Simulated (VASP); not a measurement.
# Mo2Ir (Fd-3m) in VASP: a series of runs, part 2 of 2

VASP 6.6.1.

**3. Relaxation of cell and atoms, PBE**

The input, INCAR:

```
SYSTEM = Mo2Ir
PREC     = Accurate       ! precision mode
ENCUT    = 600            ! plane-wave cutoff, eV
EDIFF    = 1E-6           ! SCF threshold, eV
ISMEAR   = 0              ! smearing method
SIGMA    = 0.1            ! smearing width, eV
LREAL    = .FALSE.        ! projectors in reciprocal space
LASPH    = .TRUE.         ! aspherical terms in the spheres
NELM     = 80             ! most SCF steps
ALGO     = Fast           ! electronic algorithm
ISIF     = 3              ! what is computed and relaxed
LWAVE    = .FALSE.        ! write WAVECAR
LCHARG   = .FALSE.        ! write CHGCAR
GGA      = PE             ! functional
IBRION   = 2              ! ionic algorithm
NSW      = 100            ! ionic steps
EDIFFG   = -0.01          ! ionic threshold
```

The input, KPOINTS:

```
regular mesh
0
G
  10 10 10
  0 0 0
```

The input, POSCAR:

```
Mo2Ir
1.0
    0.0000000000      3.6128160086      3.6128160086
    3.6128160086      0.0000000000      3.6128160086
    3.6128160086      3.6128160086      0.0000000000
Mo Ir
4 2
Direct
    0.1250000000      0.1250000000      0.1250000000
    0.6250000000      0.1250000000      0.1250000000
    0.1250000000      0.1250000000      0.6250000000
    0.1250000000      0.6250000000      0.1250000000
    0.5000000000      0.5000000000      0.5000000000
    0.7500000000      0.7500000000      0.7500000000
```

Potentials or basis: VASP PAW PBE potentials, release 64 (Mo_sv, Ir).

Run with:

```console
> cat potpaw_PBE.64/Mo_sv/POTCAR potpaw_PBE.64/Ir/POTCAR > POTCAR
> mpirun -np 1 vasp_std > vasp.out
```

OUTCAR:

```text
SYSTEM = Mo2Ir
   PREC = Accurate
   ENCUT = 600
   EDIFF = 1E-6
   ISMEAR = 0
   LREAL = .FALSE.
   LASPH = .TRUE.
   NELM = 80
   ISIF = 3
   GGA = PE
   IBRION = 2
   NSW = 100
   EDIFFG = -0.01

 ion  position               nearest neighbor table
   1  0.125  0.125  0.125-   2 2.55   3 2.55   4 2.55   3 2.55   4 2.55   2 2.55   6 3.00   5 3.00
                             6 3.00   5 3.00   6 3.00   5 3.00
   2  0.625  0.125  0.125-   1 2.55   3 2.55   4 2.55   1 2.55   3 2.55   4 2.55   5 3.00   6 3.00
                             6 3.00   5 3.00   5 3.00   6 3.00
   3  0.125  0.125  0.625-   1 2.55   1 2.55   2 2.55   4 2.55   4 2.55   2 2.55   6 3.00   5 3.00
                             6 3.00   5 3.00   6 3.00   5 3.00
   4  0.125  0.625  0.125-   1 2.55   3 2.55   1 2.55   2 2.55   3 2.55   2 2.55   5 3.00   6 3.00
                             6 3.00   5 3.00   6 3.00   5 3.00
   5  0.500  0.500  0.500-   1 3.00   3 3.00   1 3.00   3 3.00   2 3.00   4 3.00   2 3.00   4 3.00
                             4 3.00   1 3.00   3 3.00   2 3.00   6 3.13   6 3.13   6 3.13   6 3.13
   6  0.750  0.750  0.750-   2 3.00   4 3.00   2 3.00   4 3.00   1 3.00   3 3.00   1 3.00   3 3.00
                             1 3.00   3 3.00   2 3.00   4 3.00   5 3.13   5 3.13   5 3.13   5 3.13

  LATTYP: Found a face centered cubic cell.
 ALAT       =     7.2256320172

  Lattice vectors:

 A1 = (   0.0000000000,   3.6128160086,   3.6128160086)
 A2 = (   3.6128160086,   0.0000000000,   3.6128160086)
 A3 = (   3.6128160086,   3.6128160086,   0.0000000000)

Analysis of symmetry for initial positions (statically):
=====================================================================
 Subroutine PRICEL returns:
 Original cell was already a primitive cell.

 Routine SETGRP: Setting up the symmetry group for a
 face centered cubic supercell.

 Subroutine GETGRP returns: Found 48 space group operations
 (whereof 24 operations were pure point group operations)
 out of a pool of 48 trial point group operations.

The static configuration has the point symmetry T_d .
 The point group associated with its full space group is O_h .

[... 142 lines left out ...]
  volume/ion in A,a.u.               =      15.72       106.07
  Fermi-wavevector in a.u.,A,eV,Ry     =   1.509951  2.853394 31.020636  2.279952
  Thomas-Fermi vector in A             =   2.620205
   LORBIT       =      0    0 simple, 1 ext, 2 COOP (PROOUT), +10 PAW based schemes
   GGA     = PE    functional components
   LHFCALC =     F    Hartree Fock is set to
   AEXX    =    0.0000 exact exchange contribution
   IVDW    =     0    specifies the selected vdW correction
   LEPSILON=     F    determine dielectric tensor
   LRPA    =     F    only Hartree local field effects (RPA)
 conjugate gradient relaxation of ions
 non-spin polarized calculation
 RMM-DIIS sequential band-by-band and
 Gauss-broadening in eV      SIGMA  =   0.10
  energy-cutoff  :      600.00
  volume of cell :       94.31
 maximum number of plane-waves:      3171
 NGX is ok and might be reduce to    42
   NGX = 21   NGY = 21   NGZ = 21

 number of electron      74.0000008 magnetization

 Free energy of the ion-electron system (eV)
  ---------------------------------------------------
  ext. energy  EPLUGINS =         0.00000000
  ---------------------------------------------------
  free energy    TOTEN  =       -60.26824445 eV

  energy without entropy =      -60.24823490  energy(sigma->0) =      -60.25823967

 E-fermi :  11.1227     XC(G=0): -13.3004

 val. band max:       11.1178752970   @ k =  -0.4000   0.3000   0.1000
 cond. band min:      11.1250252455   @ k =  -0.4000   0.2000   0.0000
 fundamental gap:      0.0071499486
 Fermi energy:        11.1226687498

 k-point     1 :       0.0000    0.0000    0.0000
  band No.  band energies     occupation
      1     -50.2378      2.00000
      2     -49.7688      2.00000
      3     -49.7688      2.00000
      4     -49.7688      2.00000
      5     -25.7864      2.00000
      6     -24.7246      2.00000
[... 1117 lines left out ...]
     43      13.1585      0.00000
     44      13.3383      0.00000

 [... further k-points ...]
[... 5 lines left out ...]
  --------------------------------------------------------------------------------------
  -------------------------------------------------------------------------------------
  Total        0.0115827      0.0115827      0.0115827     -0.0000000      0.0000000      0.0000000
  in kB        0.1967675      0.1967675      0.1967675     -0.0000000      0.0000000      0.0000000
  external PRESSURE =       0.1967675 kB  Pullay stress =       0.0000000 kB

 VOLUME and BASIS-vectors are now :
 -----------------------------------------------------------------------------
  energy-cutoff  :      600.00
  volume of cell :       94.31
      direct lattice vectors                 reciprocal lattice vectors
     0.000000000  3.612816009  3.612816009    -0.138396198  0.138396198  0.138396198
     3.612816009  0.000000000  3.612816009     0.138396198 -0.138396198  0.138396198
     3.612816009  3.612816009  0.000000000     0.138396198  0.138396198 -0.138396198

 POSITION                                       TOTAL-FORCE (eV/Angst)
 -----------------------------------------------------------------------------------
      0.90320      0.90320      0.90320         0.000000      0.000000      0.000000
      0.90320      2.70961      2.70961         0.000000      0.000000      0.000000
      2.70961      2.70961      0.90320         0.000000      0.000000      0.000000
      2.70961      0.90320      2.70961         0.000000      0.000000      0.000000
      3.61282      3.61282      3.61282         0.000000     -0.000000      0.000000
      5.41922      5.41922      5.41922        -0.000000      0.000000     -0.000000
 -----------------------------------------------------------------------------------
    total drift:                                0.000000      0.000000      0.000000

  FREE ENERGIE OF THE ION-ELECTRON SYSTEM (eV)
  ---------------------------------------------------
  free  energy   TOTEN  =       -60.2682444460 eV

  energy  without entropy=      -60.2482349027  energy(sigma->0) =      -60.25823967

 reached required accuracy - stopping structural energy minimisation
```

Run time: 12 min. Hardware: 1 thread of Oxide Virtual Turin-like, shared host; peak memory 0.35 GiB.

Results:

```
Free energy             : -60.2682 eV
Pressure after relaxing : 0.0 GPa
Band gap on the k mesh  : zero (band 37 reaches 12.81 eV, above the bottom of band 38 at 10.69 eV)
```

Final structure:
```yaml
crystal:
  lattice:
    - [0.00000, 3.61282, 3.61282]
    - [3.61282, 0.00000, 3.61282]
    - [3.61282, 3.61282, 0.00000]
  atoms:
    - { symbol: Mo, position: [0.12500, 0.12500, 0.12500] }
    - { symbol: Mo, position: [0.62500, 0.12500, 0.12500] }
    - { symbol: Mo, position: [0.12500, 0.12500, 0.62500] }
    - { symbol: Mo, position: [0.12500, 0.62500, 0.12500] }
    - { symbol: Ir, position: [0.50000, 0.50000, 0.50000] }
    - { symbol: Ir, position: [0.75000, 0.75000, 0.75000] }
```

Caveat: the relaxation stopped at its first step, so nothing moved; spin-orbit coupling is left out, which moves the levels of the heavy elements.
